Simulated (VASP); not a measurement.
# Ge (Cmcm) in VASP: notebook

Ge is run at these levels: LDA; tasks: single point.

Everything below comes from runs of VASP 6.6.1. Logs are shortened: lines on timing, memory, paths and dates and some standing lists are left out, and cuts for length are marked.

### Step 1. The cell of the first run

The structure is orthorhombic, space group Cmcm (No. 63). Conventional cell: a = 2.801 Å, b = 4.883 Å, c = 5.339 Å, α = 90.00°, β = 90.00°, γ = 90.00°. Within 3.7 Å of Ge (site symmetry m2m) lie 12 Ge at 2.80 to 3.13 Å.

### Step 2. Single point, LDA

INCAR

```
SYSTEM = Ge
  ALGO = Normal
  EDIFF = 1E-6
  ENCUT = 520
  GGA = CA
  ISIF = 2
  ISMEAR = 0
  LASPH = .TRUE.
  LCHARG = .TRUE.
  LELF = .TRUE.
  LREAL = .FALSE.
  LVHAR = .TRUE.
  LWAVE = .FALSE.
  NBANDS = 21
  NELM = 100
  PREC = Accurate
  SIGMA = 0.15
```

KPOINTS

```
k-points
0
G
  20 20 12
  0 0 0
```

POSCAR

```
Ge
1.0
    1.4003114153     -2.4416964068      0.0000000000
    1.4003114153      2.4416964068      0.0000000000
    0.0000000000      0.0000000000      5.3386055621
Ge
2
Direct
    0.6665533700      0.3334466300      0.2500000000
    0.3334466300      0.6665533700      0.7500000000
```

Potentials or basis: VASP PAW LDA potentials, release 64 (Ge_d).

Run with:

```
$ cat potpaw_LDA.64/Ge_d/POTCAR > POTCAR
$ mpirun -np 1 vasp_std > vasp.out
```

OUTCAR:

```text
SYSTEM = Ge
   EDIFF = 1E-6
   ENCUT = 520
   GGA = CA
   ISIF = 2
   ISMEAR = 0
   LASPH = .TRUE.
   LREAL = .FALSE.
   NELM = 100
   PREC = Accurate

 ion  position               nearest neighbor table
   1  0.667  0.333  0.250-
   2  0.333  0.667  0.750-

  LATTYP: Found a base centered orthorhombic cell.
 ALAT       =     2.8006228306
 B/A-ratio  =     1.7436809985
 C/A-ratio  =     1.9062208248

  Lattice vectors:

 A1 = (   1.4003114153,  -2.4416964068,   0.0000000000)
 A2 = (   1.4003114153,   2.4416964068,   0.0000000000)
 A3 = (   0.0000000000,   0.0000000000,   5.3386055621)

Analysis of symmetry for initial positions (statically):
=====================================================================
 Subroutine PRICEL returns:
 Original cell was already a primitive cell.

 Routine SETGRP: Setting up the symmetry group for a
 base centered orthorhombic supercell.

 Subroutine GETGRP returns: Found  8 space group operations
 (whereof  4 operations were pure point group operations)
 out of a pool of  8 trial point group operations.

The static configuration has the point symmetry C_2h.
 The point group associated with its full space group is D_2h.

Analysis of symmetry for dynamics (positions and initial velocities):
=====================================================================
 Subroutine PRICEL returns:
 Original cell was already a primitive cell.

 Routine SETGRP: Setting up the symmetry group for a
 base centered orthorhombic supercell.

 Subroutine GETGRP returns: Found  8 space group operations
 (whereof  4 operations were pure point group operations)
 out of a pool of  8 trial point group operations.

The dynamic configuration has the point symmetry C_2h.
 The point group associated with its full space group is D_2h.

 Subroutine INISYM returns: Found  8 space group operations
 (whereof  4 operations are pure point group operations),
 and found     1 'primitive' translations

----------------------------------------------------------------------------------------

                                     Primitive cell

  volume of cell :      36.5068

  direct lattice vectors                    reciprocal lattice vectors
     1.400311415 -2.441696407  0.000000000     0.357063432 -0.204775663  0.000000000
     1.400311415  2.441696407  0.000000000     0.357063432  0.204775663  0.000000000
     0.000000000  0.000000000  5.338605562     0.000000000  0.000000000  0.187314831

[... 74 lines left out ...]
   PREC   = accura    normal or accurate (medium, high low for compatibility)
   ISTART =      0    job   : 0-new  1-cont  2-samecut
   ICHARG =      2    charge: 1-file 2-atom 10-const
   ISPIN  =      1    spin polarized calculation?
   LNONCOLLINEAR =      F non collinear calculations
   LSORBIT =      F    spin-orbit coupling
   LASPH  =      T    aspherical Exc in radial PAW
   ENCUT  =  520.0 eV  38.22 Ry    6.18 a.u.   5.23  5.23  9.93*2*pi/ulx,y,z
   NELM   =    100;   NELMIN=  2; NELMDL= -5     # of ELM steps
   EDIFF  = 0.1E-05   stopping-criterion for ELM
   LREAL  =      F    real-space projection
   EDIFFG = 0.1E-04   stopping-criterion for IOM
   NSW    =      0    number of steps for IOM
   IBRION =     -1    ionic relax: 0-MD 1-quasi-New 2-CG
   NFREE  =      0    steps in history (QN), initial steepest desc. (CG)
   ISIF   =      2    stress and relaxation
   ISYM   =      2    0-nonsym 1-usesym 2-fastsym
   POTIM  = 0.5000    time-step for ionic-motion
   TEBEG  =    0.0;   TEEND  =   0.0 temperature during run
   PSTRESS=    0.0 pullay stress
   NELECT =      28.0000    total number of electrons
   NUPDOWN=      -1.0000    fix difference up-down
   EMIN   =  10.00;   EMAX   =-10.00  energy-range for DOS
   EFERMI =   0.00;   METHOD = LEGACY
   ISMEAR =     0;   SIGMA  =   0.15  broadening in eV -4-tet -1-fermi 0-gaus
   EFERMI_NEDOS =   21; number of points for ismear=-14 and -15
   IALGO  =     38    algorithm
   IMIX   =      4    mixing-type and parameters
     AMIX     =   0.40;   BMIX     =  1.00
     AMIX_MAG =   1.60;   BMIX_MAG =  1.00
  volume/ion in A,a.u.               =      18.25       123.18
  Fermi-wavevector in a.u.,A,eV,Ry     =   1.498544  2.831837 30.553703  2.245634
  Thomas-Fermi vector in A             =   2.610289
   LORBIT       =      0    0 simple, 1 ext, 2 COOP (PROOUT), +10 PAW based schemes
   GGA     = CA    functional components
   LHFCALC =     F    Hartree Fock is set to
   AEXX    =    0.0000 exact exchange contribution
   IVDW    =     0    specifies the selected vdW correction
   LEPSILON=     F    determine dielectric tensor
   LRPA    =     F    only Hartree local field effects (RPA)
 non-spin polarized calculation
 Gauss-broadening in eV      SIGMA  =   0.15
  energy-cutoff  :      520.00
  volume of cell :       36.51
 maximum number of plane-waves:       996
 NGX is ok and might be reduce to    24

 number of electron      27.9999977 magnetization

 Free energy of the ion-electron system (eV)
  ---------------------------------------------------
  ext. energy  EPLUGINS =         0.00000000
  ---------------------------------------------------
  free energy    TOTEN  =        -9.71644749 eV

  energy without entropy =       -9.70740285  energy(sigma->0) =       -9.71192517

 E-fermi :   6.8732     XC(G=0): -11.7282

 val. band max:        6.8720702987   @ k =   0.4000   0.4000   0.4167
 cond. band min:       6.8732492666   @ k =   0.2500   0.1000   0.3333
 fundamental gap:      0.0011789679
 Fermi energy:         6.8732025707

 k-point     1 :       0.0000    0.0000    0.0000
  band No.  band energies     occupation
      1     -18.0085      2.00000
      2     -17.9920      2.00000
      3     -17.9783      2.00000
      4     -17.9741      2.00000
      5     -17.9723      2.00000
      6     -17.9683      2.00000
[... 565 lines left out ...]
     20      16.8160      0.00000
     21      19.8665      0.00000

 [... further k-points ...]
[... 5 lines left out ...]
  --------------------------------------------------------------------------------------
  -------------------------------------------------------------------------------------
  Total        0.6244350      0.5647195     -1.1244206      0.0000000      0.0000000      0.0000000
  in kB       27.4046136     24.7838773    -49.3475115      0.0000000      0.0000000      0.0000000
  external PRESSURE =       0.9469931 kB  Pullay stress =       0.0000000 kB

 VOLUME and BASIS-vectors are now :
 -----------------------------------------------------------------------------
  energy-cutoff  :      520.00
  volume of cell :       36.51
      direct lattice vectors                 reciprocal lattice vectors
     1.400311415 -2.441696407  0.000000000     0.357063432 -0.204775663  0.000000000
     1.400311415  2.441696407  0.000000000     0.357063432  0.204775663  0.000000000
     0.000000000  0.000000000  5.338605562     0.000000000  0.000000000  0.187314831

 POSITION                                       TOTAL-FORCE (eV/Angst)
 -----------------------------------------------------------------------------------
      1.40031     -0.81335      1.33465         0.000000     -0.000831      0.000000
      1.40031      0.81335      4.00395         0.000000      0.000831     -0.000000
 -----------------------------------------------------------------------------------
    total drift:                                0.000000     -0.000000      0.000000

  FREE ENERGIE OF THE ION-ELECTRON SYSTEM (eV)
  ---------------------------------------------------
  free  energy   TOTEN  =        -9.7164474928 eV

  energy  without entropy=       -9.7074028534  energy(sigma->0) =       -9.71192517
```

stdout:

```text
POSCAR found type information on POSCAR Ge
 POSCAR found :  1 types and       2 ions
 scaLAPACK will be used
 LDA part: xc-table for (Slater(with rela. corr.)+CA(PZ))
 , standard interpolation
 POSCAR, INCAR and KPOINTS ok, starting setup
 FFT: planning ... GRIDC
 FFT: planning ... GRID_SOFT
 FFT: planning ... GRID
 WAVECAR not read
 entering main loop
```

Wall time 2.9 min (1 thread of Intel Xeon Platinum 8488C (Sapphire Rapids), shared host); peak memory 0.52 GiB.

What came out:

- Free energy: -9.7164 eV
- Pressure: 0.1 GPa
- Band gap on the k mesh: zero (band 14 reaches 12.95 eV, above the bottom of band 15 at 4.26 eV)

### Step 3. Single point, LDA

This run uses another cell than the first one, of the same volume but with other edges.

INCAR

```
SYSTEM = Ge
PREC     = Accurate       ! precision mode
ENCUT    = 520            ! plane-wave cutoff, eV
EDIFF    = 1E-6           ! SCF threshold, eV
ISMEAR   = 0              ! smearing method
SIGMA    = 0.15           ! smearing width, eV
LREAL    = .False.        ! projectors in reciprocal space
LASPH    = .True.         ! aspherical terms in the spheres
NELM     = 100            ! most SCF steps
ALGO     = Normal         ! electronic algorithm
ISIF     = 2              ! what is computed and relaxed
LWAVE    = .False.        ! write WAVECAR
LCHARG   = .False.        ! write CHGCAR
NBANDS   = 21             ! bands
```

KPOINTS

```
Automatic mesh
0
Gamma
  20 20 12
  0 0 0
```

POSCAR

```
Ge
1.0
    1.5708886528     -2.7391286946      0.0000000000
    1.5708886528      2.7391286946      0.0000000000
    0.0000000000      0.0000000000      4.2421526066
Ge
2
Direct
    0.6665533700      0.3334466300      0.2500000000
    0.3334466300      0.6665533700      0.7500000000
```

Potentials or basis: VASP PAW LDA potentials, release 64 (Ge_d).

Run with:

```
$ cat potpaw_LDA.64/Ge_d/POTCAR > POTCAR
$ mpirun -np 1 vasp_std > vasp.out
```

OUTCAR:

```text
SYSTEM = Ge
   PREC = Accurate
   ENCUT = 520
   EDIFF = 1E-6
   ISMEAR = 0
   LREAL = .False.
   LASPH = .True.
   NELM = 100
   ISIF = 2

 ion  position               nearest neighbor table
   1  0.667  0.333  0.250-   2 2.79   2 2.79   2 2.79   2 2.79   2 2.80   2 2.80
   2  0.333  0.667  0.750-   1 2.79   1 2.79   1 2.79   1 2.79   1 2.80   1 2.80

  LATTYP: Found a base centered orthorhombic cell.
 ALAT       =     3.1417773056
 B/A-ratio  =     1.7436809985
 C/A-ratio  =     1.3502397509

  Lattice vectors:

 A1 = (   1.5708886528,  -2.7391286946,   0.0000000000)
 A2 = (   1.5708886528,   2.7391286946,   0.0000000000)
 A3 = (   0.0000000000,   0.0000000000,   4.2421526066)

Analysis of symmetry for initial positions (statically):
=====================================================================
 Subroutine PRICEL returns:
 Original cell was already a primitive cell.

 Routine SETGRP: Setting up the symmetry group for a
 base centered orthorhombic supercell.

 Subroutine GETGRP returns: Found  8 space group operations
 (whereof  4 operations were pure point group operations)
 out of a pool of  8 trial point group operations.
[... 156 lines left out ...]

 Free energy of the ion-electron system (eV)
  ---------------------------------------------------
  ext. energy  EPLUGINS =         0.00000000
  ---------------------------------------------------
  free energy    TOTEN  =        -9.68956899 eV

  energy without entropy =       -9.67879617  energy(sigma->0) =       -9.68418258

 E-fermi :   6.8764     XC(G=0): -11.7254

 val. band max:        6.8749810466   @ k =  -0.4500   0.3500   0.0833
 cond. band min:       6.8798010287   @ k =  -0.3500   0.1000   0.0000
 fundamental gap:      0.0048199820
 Fermi energy:         6.8763617584

 k-point     1 :       0.0000    0.0000    0.0000
  band No.  band energies     occupation
      1     -17.9815      2.00000
      2     -17.9811      2.00000
      3     -17.9807      2.00000
      4     -17.9632      2.00000
      5     -17.9605      2.00000
      6     -17.9498      2.00000
[... 565 lines left out ...]
     20      17.7600      0.00000
     21      20.6180      0.00000

 [... further k-points ...]
[... 5 lines left out ...]
  --------------------------------------------------------------------------------------
  -------------------------------------------------------------------------------------
  Total       -0.1669953     -0.1798776      0.4499619      0.0000000      0.0000000      0.0000000
  in kB       -7.3289308     -7.8942963     19.7475042      0.0000000      0.0000000      0.0000000
  external PRESSURE =       1.5080924 kB  Pullay stress =       0.0000000 kB

 VOLUME and BASIS-vectors are now :
 -----------------------------------------------------------------------------
  energy-cutoff  :      520.00
  volume of cell :       36.51
      direct lattice vectors                 reciprocal lattice vectors
     1.570888653 -2.739128695  0.000000000     0.318291178 -0.182539799  0.000000000
     1.570888653  2.739128695  0.000000000     0.318291178  0.182539799  0.000000000
     0.000000000  0.000000000  4.242152607     0.000000000  0.000000000  0.235729379

 POSITION                                       TOTAL-FORCE (eV/Angst)
 -----------------------------------------------------------------------------------
      1.57089     -0.91242      1.06054         0.000000      0.008488      0.000000
      1.57089      0.91242      3.18161         0.000000     -0.008488      0.000000
 -----------------------------------------------------------------------------------
    total drift:                               -0.000000     -0.000000      0.000000

  FREE ENERGIE OF THE ION-ELECTRON SYSTEM (eV)
  ---------------------------------------------------
  free  energy   TOTEN  =        -9.6895689868 eV

  energy  without entropy=       -9.6787961673  energy(sigma->0) =       -9.68418258
```

OSZICAR:

```text
N       E                     dE             d eps       ncg     rms          rms(c)
DAV:   1     0.175589217439E+03    0.17559E+03   -0.14326E+04 37571   0.379E+03
DAV:   2     0.136720552214E+02   -0.16192E+03   -0.15686E+03 32884   0.584E+02
DAV:   3    -0.909605243791E+01   -0.22768E+02   -0.22560E+02 36808   0.131E+02
DAV:   4    -0.972406221662E+01   -0.62801E+00   -0.62752E+00 36525   0.250E+01
DAV:   5    -0.973328307528E+01   -0.92209E-02   -0.92206E-02 37031   0.332E+00    0.187E+00
DAV:   6    -0.970305418822E+01    0.30229E-01   -0.21867E-02 44650   0.233E+00    0.101E+00
DAV:   7    -0.968987529001E+01    0.13179E-01   -0.15314E-02 44832   0.161E+00    0.825E-02
DAV:   8    -0.968957094953E+01    0.30434E-03   -0.17683E-03 38397   0.661E-01    0.314E-02
DAV:   9    -0.968956916493E+01    0.17846E-05   -0.40402E-05 36857   0.806E-02    0.123E-02
DAV:  10    -0.968956898677E+01    0.17816E-06   -0.24791E-06 32468   0.162E-02
   1 F= -.96895690E+01 E0= -.96841826E+01  d E =-.107728E-01
```

Run time: 2.3 min. Hardware: 1 thread of Intel Xeon Platinum 8488C (Sapphire Rapids), shared host; peak memory 0.52 GiB.

What came out:

```
Free energy            : -9.6896 eV
Pressure               : 0.2 GPa
Largest force          : 0.008 eV/Å
Band gap on the k mesh : zero (band 14 reaches 12.27 eV, above the bottom of band 15 at 3.74 eV)
```

Forces on the atoms (eV/Å):
```
Ge   0.000  0.008  0.000
Ge   0.000 -0.008  0.000
```

Levels at points of the mesh, in eV from the Fermi level:
```csv
k point,band 11,band 12,band 13,band 14,band 15,band 16,band 17,band 18
"(0.00, 0.00, 0.00)",-13.53,-5.50,-4.79,4.23,4.33,6.95,7.05,8.69
"(0.50, 0.00, 0.00)",-9.34,-7.73,-1.20,-0.81,0.34,0.71,1.72,5.14
"(0.50, 0.50, 0.00)",-9.41,-7.76,-1.21,-0.87,0.32,0.84,1.70,5.24
"(0.00, 0.00, 0.50)",-11.43,-11.43,4.63,4.63,5.82,5.82,5.91,5.91
"(0.50, 0.00, 0.50)",-7.51,-7.51,-5.05,-5.05,2.88,2.88,5.24,5.24
"(0.50, 0.50, 0.50)",-7.58,-7.58,-5.07,-5.07,3.01,3.01,5.36,5.36
```

### Step 4. Single point, LDA

This run uses another cell than the first one, of the same volume but with other edges.

INCAR

```
SYSTEM = Ge
  PREC = Accurate
  ENCUT = 520
  EDIFF = 1E-6
  ISMEAR = 0
  SIGMA = 0.15
  LREAL = .FALSE.
  LASPH = .TRUE.
  NELM = 100
  ALGO = Normal
  ISIF = 2
  LWAVE = .FALSE.
  LCHARG = .FALSE.
  NBANDS = 21
```

KPOINTS

```
Automatic mesh
0
G
  20 20 12
  0 0 0
```

POSCAR

```
Ge
1.0
    1.4415204776     -2.5135518656      0.0000000000
    1.4415204776      2.5135518656      0.0000000000
    0.0000000000      0.0000000000      5.0377366484
Ge
2
Direct
    0.6665533700      0.3334466300      0.2500000000
    0.3334466300      0.6665533700      0.7500000000
```

Run with:

```
$ cat potpaw_LDA.64/Ge_d/POTCAR > POTCAR
$ mpirun -np 1 vasp_std > vasp.out
```

It took 2.9 min on 1 thread of Intel Xeon Platinum 8488C (Sapphire Rapids), shared host; peak memory 0.52 GiB.

Results (log left out):

```
Free energy            : -9.7751 eV
Pressure               : -1.0 GPa
Band gap on the k mesh : zero (band 14 reaches 14.67 eV, above the bottom of band 15 at 4.08 eV)
```

Stress tensor (GPa, compression positive):
```
-0.24  0.00  0.00
 0.00 -0.53  0.00
 0.00  0.00 -2.33
```

Levels at points of the mesh, in eV from the Fermi level:
| k point | band 12 | band 13 | band 14 | band 15 | band 16 | band 17 |
| --- | --- | --- | --- | --- | --- | --- |
| (0.00, 0.00, 0.00) | -8.78 | -5.88 | 7.79 | 7.92 | 7.93 | 9.48 |
| (0.50, 0.00, 0.00) | -6.92 | -3.07 | -2.25 | -0.85 | 1.35 | 3.29 |
| (0.50, 0.50, 0.00) | -6.97 | -3.12 | -2.28 | -0.92 | 1.31 | 3.45 |
| (0.00, 0.00, 0.50) | -12.02 | 0.22 | 0.22 | 8.68 | 8.68 | 8.80 |
| (0.50, 0.00, 0.50) | -6.87 | -4.99 | -4.99 | 4.18 | 4.18 | 4.66 |
| (0.50, 0.50, 0.50) | -6.95 | -5.02 | -5.02 | 4.16 | 4.16 | 4.83 |

### Step 5. Summary

| cell | gap on the mesh (eV) | pressure (GPa) |
| --- | --- | --- |
| a = 2.815, b = 2.815, c = 5.339 Å, angles 90.0, 90.0, 120.3°, 2 atoms | none | 0.1 |
| a = 3.158, b = 3.158, c = 4.242 Å, angles 90.0, 90.0, 120.3°, 2 atoms | none | 0.2 |
| a = 2.898, b = 2.898, c = 5.038 Å, angles 90.0, 90.0, 120.3°, 2 atoms | none | -1.0 |

Alike in all rows: task single point; level LDA; potentials or basis VASP PAW LDA potentials, release 64 (Ge_d); no spin polarisation; k mesh 20 × 20 × 12; cutoff (eV) 520; smearing gaussian 0.15 eV.

Absolute energies hang on the potentials; compare differences alone.
